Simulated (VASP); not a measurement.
Si32Au (a cell with a defect), 33 atoms in the cell. The cell holds a defect, 33 atoms: a = 9.474 Å, b = 9.474 Å, c = 9.474 Å, α = 109.47°, β = 109.47°, γ = 109.47°. 

```yaml
Program: VASP 6.6.1
Task: single point
Functional: PBE
Potentials_or_basis: VASP PAW PBE potentials, release 64 (Si, Au)
Cutoff: 520 eV
k_mesh: 2 × 2 × 2, shifted
Occupations: gaussian, width 0.02 eV
Spin: no spin polarisation
Dipole_correction: no
Charge: 1
Further_INCAR_settings: LREAL = Auto; ALGO = Normal; EDIFF = 1e-06; NBANDS = 92; NELECT = 138.0
```

Potentials or basis: VASP PAW PBE potentials, release 64 (Si, Au).

Launch:

```console
$ cat potpaw_PBE.64/Si/POTCAR potpaw_PBE.64/Au/POTCAR > POTCAR
$ mpirun -np 1 vasp_std > vasp.out
```

Hardware: 1 thread of AMD EPYC 7R13 Processor (Zen 3) (shared host).

Estimate the wall time of this run.

Run time: 9.4 min on 1 thread of AMD EPYC 7R13 Processor (Zen 3), with other jobs on the host, peak memory 0.71 GiB. Counts: scf iterations 18, k points 4.
